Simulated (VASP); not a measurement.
# ScAl (Pm-3m) in VASP: a series of runs

ScAl is run at these levels: LDA; tasks: single point, relaxation of the atoms.

Program: VASP 6.6.1. These are calculated values, not measurements. Logs are shortened: lines on timing, memory, paths and dates and some standing lists are left out, and cuts for length are marked.

**1. The cell of the first run**

The structure is cubic, space group Pm-3m (No. 221). The conventional cell has a = 3.370 Å, b = 3.370 Å, c = 3.370 Å, α = 90.00°, β = 90.00°, γ = 90.00°. Within 3.8 Å of Sc (site symmetry m-3m) lie 8 Al at 2.92 Å and 6 Sc at 3.37 Å. Al (site symmetry m-3m) has 8 Sc at 2.92 Å and 6 Al at 3.37 Å within 3.8 Å.

**2. Single point, LDA**

The input, INCAR:

```
  PREC = Accurate
  ENCUT = 520
  EDIFF = 1E-6
  ISMEAR = -1
  SIGMA = 0.05
  LREAL = F
  LASPH = T
  NELM = 100
  ALGO = Normal
  ISIF = 2
  LWAVE = F
  LCHARG = F
  NBANDS = 14
```

The input, KPOINTS:

```
Automatic mesh
0
Gamma
  11 11 11
```

The input, POSCAR:

```
ScAl
1.0
    3.3703489700      0.0000000000      0.0000000000
    0.0000000000      3.3703489700      0.0000000000
    0.0000000000      0.0000000000      3.3703489700
Sc Al
1 1
Direct
    0.5000000000      0.5000000000      0.5000000000
    0.0000000000      0.0000000000      0.0000000000
```

Potentials or basis: VASP PAW LDA potentials, release 64 (Sc_sv, Al).

Run with:

```console
$ cat potpaw_LDA.64/Sc_sv/POTCAR potpaw_LDA.64/Al/POTCAR > POTCAR
$ mpirun -np 1 vasp_std > vasp.out
```

OUTCAR:

```text
PREC = Accurate
   ENCUT = 520
   EDIFF = 1E-6
   ISMEAR = -1
   LREAL = F
   LASPH = T
   NELM = 100
   ISIF = 2

 ion  position               nearest neighbor table
   1  0.500  0.500  0.500-   2 2.92   2 2.92   2 2.92   2 2.92   2 2.92   2 2.92   2 2.92   2 2.92

   2  0.000  0.000  0.000-   1 2.92   1 2.92   1 2.92   1 2.92   1 2.92   1 2.92   1 2.92   1 2.92

  LATTYP: Found a simple cubic cell.
 ALAT       =     3.3703489700

  Lattice vectors:

 A1 = (   3.3703489700,   0.0000000000,   0.0000000000)
 A2 = (   0.0000000000,   3.3703489700,   0.0000000000)
 A3 = (   0.0000000000,   0.0000000000,   3.3703489700)

Analysis of symmetry for initial positions (statically):
=====================================================================
 Subroutine PRICEL returns:
 Original cell was already a primitive cell.

 Routine SETGRP: Setting up the symmetry group for a
 simple cubic supercell.

 Subroutine GETGRP returns: Found 48 space group operations
 (whereof 48 operations were pure point group operations)
 out of a pool of 48 trial point group operations.

The static configuration has the point symmetry O_h .

Analysis of symmetry for dynamics (positions and initial velocities):
=====================================================================
 Subroutine PRICEL returns:
 Original cell was already a primitive cell.

 Routine SETGRP: Setting up the symmetry group for a
 simple cubic supercell.

 Subroutine GETGRP returns: Found 48 space group operations
 (whereof 48 operations were pure point group operations)
 out of a pool of 48 trial point group operations.

The dynamic configuration has the point symmetry O_h .

 Subroutine INISYM returns: Found 48 space group operations
 (whereof 48 operations are pure point group operations),
 and found     1 'primitive' translations

----------------------------------------------------------------------------------------

                                     Primitive cell

  volume of cell :      38.2846

  direct lattice vectors                    reciprocal lattice vectors
     3.370348970  0.000000000  0.000000000     0.296705181  0.000000000  0.000000000
     0.000000000  3.370348970  0.000000000     0.000000000  0.296705181  0.000000000
     0.000000000  0.000000000  3.370348970     0.000000000  0.000000000  0.296705181

  length of vectors
     3.370348970  3.370348970  3.370348970     0.296705181  0.296705181  0.296705181

  position of ions in fractional coordinates (direct lattice)
     0.500000000  0.500000000  0.500000000
     0.000000000  0.000000000  0.000000000

  ion indices of the primitive-cell ions
   primitive index   ion index
                 1           1
                 2           2

----------------------------------------------------------------------------------------

 KPOINTS: Automatic mesh

Automatic generation of k-mesh.
 Grid dimensions read from file:
 generate k-points for:   11   11   11

 Generating k-lattice:

  Cartesian coordinates                     Fractional coordinates (reciprocal lattice)
     0.026973198  0.000000000  0.000000000     0.090909091  0.000000000  0.000000000
     0.000000000  0.026973198  0.000000000     0.000000000  0.090909091  0.000000000
     0.000000000  0.000000000  0.026973198     0.000000000  0.000000000  0.090909091

  Length of vectors
     0.026973198  0.026973198  0.026973198

  Shift w.r.t. Gamma in fractional coordinates (k-lattice)
     0.000000000  0.000000000  0.000000000

 Subroutine IBZKPT returns following result:
 ===========================================

 Found     56 irreducible k-points:

 Following reciprocal coordinates:
            Coordinates               Weight
  0.000000  0.000000  0.000000      1.000000
  0.090909  0.000000  0.000000      6.000000
  0.181818  0.000000  0.000000      6.000000
  0.272727  0.000000  0.000000      6.000000
  0.363636  0.000000  0.000000      6.000000
  0.454545  0.000000  0.000000      6.000000
[... 16 lines left out ...]
  0.181818  0.090909  0.090909     24.000000
  0.272727  0.090909  0.090909     24.000000
 [... further k-points ...]
   k-points           NKPTS =     56   k-points in BZ     NKDIM =     56   number of bands    NBANDS=     14
   number of dos      NEDOS =    301   number of ions     NIONS =      2
   total plane-waves  NPLWV =  21952
   dimension x,y,z NGX =    28 NGY =   28 NGZ =   28
   dimension x,y,z NGXF=    56 NGYF=   56 NGZF=   56
   ions per type =               1   1
   NGX,Y,Z   is equivalent  to a cutoff of  13.81, 13.81, 13.81 a.u.
   NGXF,Y,Z  is equivalent  to a cutoff of  27.62, 27.62, 27.62 a.u.
 SYSTEM =  unknown system
   PREC   = accura    normal or accurate (medium, high low for compatibility)
   ISTART =      0    job   : 0-new  1-cont  2-samecut
   ICHARG =      2    charge: 1-file 2-atom 10-const
   ISPIN  =      1    spin polarized calculation?
   LNONCOLLINEAR =      F non collinear calculations
   LSORBIT =      F    spin-orbit coupling
   LASPH  =      T    aspherical Exc in radial PAW
   ENCUT  =  520.0 eV  38.22 Ry    6.18 a.u.   6.27  6.27  6.27*2*pi/ulx,y,z
   NELM   =    100;   NELMIN=  2; NELMDL= -5     # of ELM steps
   EDIFF  = 0.1E-05   stopping-criterion for ELM
   LREAL  =      F    real-space projection
   EDIFFG = 0.1E-04   stopping-criterion for IOM
   NSW    =      0    number of steps for IOM
   IBRION =     -1    ionic relax: 0-MD 1-quasi-New 2-CG
   NFREE  =      0    steps in history (QN), initial steepest desc. (CG)
   ISIF   =      2    stress and relaxation
   ISYM   =      2    0-nonsym 1-usesym 2-fastsym
   POTIM  = 0.5000    time-step for ionic-motion
   TEBEG  =    0.0;   TEEND  =   0.0 temperature during run
   PSTRESS=    0.0 pullay stress
   NELECT =      14.0000    total number of electrons
   NUPDOWN=      -1.0000    fix difference up-down
   EMIN   =  10.00;   EMAX   =-10.00  energy-range for DOS
   EFERMI =   0.00;   METHOD = LEGACY
   ISMEAR =    -1;   SIGMA  =   0.05  broadening in eV -4-tet -1-fermi 0-gaus
   EFERMI_NEDOS =   21; number of points for ismear=-14 and -15
   IALGO  =     38    algorithm
   IMIX   =      4    mixing-type and parameters
     AMIX     =   0.40;   BMIX     =  1.00
     AMIX_MAG =   1.60;   BMIX_MAG =  1.00
  volume/ion in A,a.u.               =      19.14       129.18
  Fermi-wavevector in a.u.,A,eV,Ry     =   1.170692  2.212287 18.647052  1.370520
  Thomas-Fermi vector in A             =   2.307147
   LORBIT       =      0    0 simple, 1 ext, 2 COOP (PROOUT), +10 PAW based schemes
   GGA     = CA    functional components
   LHFCALC =     F    Hartree Fock is set to
   AEXX    =    0.0000 exact exchange contribution
   IVDW    =     0    specifies the selected vdW correction
   LEPSILON=     F    determine dielectric tensor
   LRPA    =     F    only Hartree local field effects (RPA)
 non-spin polarized calculation
  energy-cutoff  :      520.00
  volume of cell :       38.28
 maximum number of plane-waves:      1046
 NGX is ok and might be reduce to    28
   NGX = 13   NGY = 13   NGZ = 13

 number of electron      14.0000002 magnetization

 Free energy of the ion-electron system (eV)
  ---------------------------------------------------
  ext. energy  EPLUGINS =         0.00000000
  ---------------------------------------------------
  free energy    TOTEN  =       -11.86475103 eV

  energy without entropy =      -11.85661803  energy(sigma->0) =      -11.86068453

 E-fermi :   5.8161     XC(G=0): -10.5335

 val. band max:        5.8062367320   @ k =   0.3636   0.0909   0.0000
 cond. band min:       5.8336815363   @ k =   0.4545   0.3636   0.0000
 fundamental gap:      0.0274448043
 Fermi energy:         5.8161497932

 k-point     1 :       0.0000    0.0000    0.0000
  band No.  band energies     occupation
      1     -43.0253      2.00000
      2     -21.9515      2.00000
      3     -21.9515      2.00000
      4     -21.9515      2.00000
      5      -2.5795      2.00000
      6       5.1499      2.00000
      7       5.1499      2.00000
      8       8.4697      0.00000
      9       8.4697      0.00000
     10       8.4697      0.00000
     11       9.5671      0.00000
     12       9.5671      0.00000
     13       9.5671      0.00000
     14      14.4894      0.00000

 k-point     2 :       0.0909    0.0000    0.0000
  band No.  band energies     occupation
      1     -43.0240      2.00000
      2     -21.9664      2.00000
      3     -21.9502      2.00000
      4     -21.9502      2.00000
      5      -2.4612      2.00000
      6       5.0370      2.00000
      7       5.2085      1.99999
      8       8.1131      0.00000
      9       8.1131      0.00000
     10       8.4871      0.00000
     11       9.2286      0.00000
     12      10.0034      0.00000
     13      10.0034      0.00000
     14      14.2842      0.00000

 k-point     3 :       0.1818    0.0000    0.0000
  band No.  band energies     occupation
      1     -43.0207      2.00000
      2     -22.0064      2.00000
      3     -21.9466      2.00000
      4     -21.9466      2.00000
      5      -2.1125      2.00000
      6       4.5795      2.00000
      7       5.3747      1.99971
      8       7.5650      0.00000
      9       7.5650      0.00000
     10       8.5342      0.00000
     11       8.7997      0.00000
     12      10.7991      0.00000
     13      10.7991      0.00000
     14      13.7412      0.00000
[... 324 lines left out ...]
 k-point    23 :       0.1818    0.0909    0.0909
  band No.  band energies     occupation
      1     -43.0182      2.00000
      2     -22.0033      2.00000
      3     -21.9607      2.00000
      4     -21.9590      2.00000
      5      -1.8891      2.00000
      6       4.6987      2.00000
      7       5.2464      1.99998
      8       7.0565      0.00000
      9       7.4643      0.00000
     10       8.1080      0.00000
     11       9.3951      0.00000
     12      10.6252      0.00000
     13      10.6480      0.00000
     14      14.3864      0.00000

 k-point    24 :       0.2727    0.0909    0.0909
  band No.  band energies     occupation
      1     -43.0139      2.00000
      2     -22.0545      2.00000
      3     -21.9558      2.00000
      4     -21.9542      2.00000
      5      -1.3431      2.00000
      6       3.8408      2.00000
      7       5.4773      1.99772
      8       6.8618      0.00000
      9       6.9656      0.00000
     10       8.2202      0.00000
     11       9.1595      0.00000
     12      11.2618      0.00000
     13      11.4117      0.00000
     14      13.8488      0.00000

 [... further k-points ...]

------------------------ aborting loop because EDIFF is reached ----------------------------------------

  FORCE on cell =-STRESS in cart. coord.  units (eV):
  Direction    XX          YY          ZZ          XY          YZ          ZX
  --------------------------------------------------------------------------------------
  -------------------------------------------------------------------------------------
  Total       -0.9847421     -0.9847421     -0.9847421      0.0000000     -0.0000000      0.0000000
  in kB      -41.2105563    -41.2105563    -41.2105563      0.0000000     -0.0000000      0.0000000
  external PRESSURE =     -41.2105563 kB  Pullay stress =       0.0000000 kB

 VOLUME and BASIS-vectors are now :
 -----------------------------------------------------------------------------
  energy-cutoff  :      520.00
  volume of cell :       38.28
      direct lattice vectors                 reciprocal lattice vectors
     3.370348970  0.000000000  0.000000000     0.296705181  0.000000000  0.000000000
     0.000000000  3.370348970  0.000000000     0.000000000  0.296705181  0.000000000
     0.000000000  0.000000000  3.370348970     0.000000000  0.000000000  0.296705181

 POSITION                                       TOTAL-FORCE (eV/Angst)
 -----------------------------------------------------------------------------------
      1.68517      1.68517      1.68517         0.000000      0.000000      0.000000
      0.00000      0.00000      0.00000         0.000000      0.000000      0.000000
 -----------------------------------------------------------------------------------
    total drift:                                0.000000      0.000000      0.000000

  FREE ENERGIE OF THE ION-ELECTRON SYSTEM (eV)
  ---------------------------------------------------
  free  energy   TOTEN  =       -11.8647510324 eV

  energy  without entropy=      -11.8566180261  energy(sigma->0) =      -11.86068453
```

It took 46 s on 1 thread of Intel Xeon 8259CL, shared host; peak memory 0.16 GiB.

Results:

| Item | Value |
| --- | --- |
| Free energy | -11.8648 eV |
| Pressure | -4.1 GPa |
| Band gap on the k mesh | zero (bands 7 and 8 overlap by 0.75 eV) |

Levels at points of the mesh, in eV from the Fermi level:
```tsv
k point	band 3	band 4	band 5	band 6	band 7	band 8	band 9	band 10	band 11	band 12
(0.00, 0.00, 0.00)	-27.77	-27.77	-8.40	-0.67	-0.67	2.65	2.65	2.65	3.75	3.75
```

Caveat: the cell stands under tension.

**3. Single point, LDA**

The input, INCAR:

```
SYSTEM = ScAl
PREC = Accurate
ENCUT = 520
EDIFF = 1E-6
ISMEAR = -1
SIGMA = 0.05
LREAL = .FALSE.
LASPH = .TRUE.
NELM = 60
ALGO = Normal
ISIF = 2
LWAVE = .FALSE.
LCHARG = .FALSE.
NBANDS = 14
```

The input, KPOINTS:

```
Automatic mesh
0
G
  11 11 11
  0 0 0
```

POSCAR is that of step 2.

Potentials or basis: VASP PAW LDA potentials, release 64 (Sc_sv, Al).

Run with:

```console
$ cat potpaw_LDA.64/Sc_sv/POTCAR potpaw_LDA.64/Al/POTCAR > POTCAR
$ mpirun -np 1 vasp_std > vasp.out
```

It took 46 s on 1 thread of Intel Xeon 8259CL, shared host; peak memory 0.16 GiB.

It converged, with:

| Item | Value |
| --- | --- |
| Free energy | -11.8648 eV |
| Pressure | -4.1 GPa |
| Band gap on the k mesh | zero (bands 7 and 8 overlap by 0.75 eV) |

Levels at points of the mesh, in eV from the Fermi level:
```csv
k point,band 3,band 4,band 5,band 6,band 7,band 8,band 9,band 10,band 11,band 12
"(0.00, 0.00, 0.00)",-27.77,-27.77,-8.40,-0.67,-0.67,2.65,2.65,2.65,3.75,3.75
```

Caveat: the cell stands under tension.

(Part 1 of 2 ends here.)
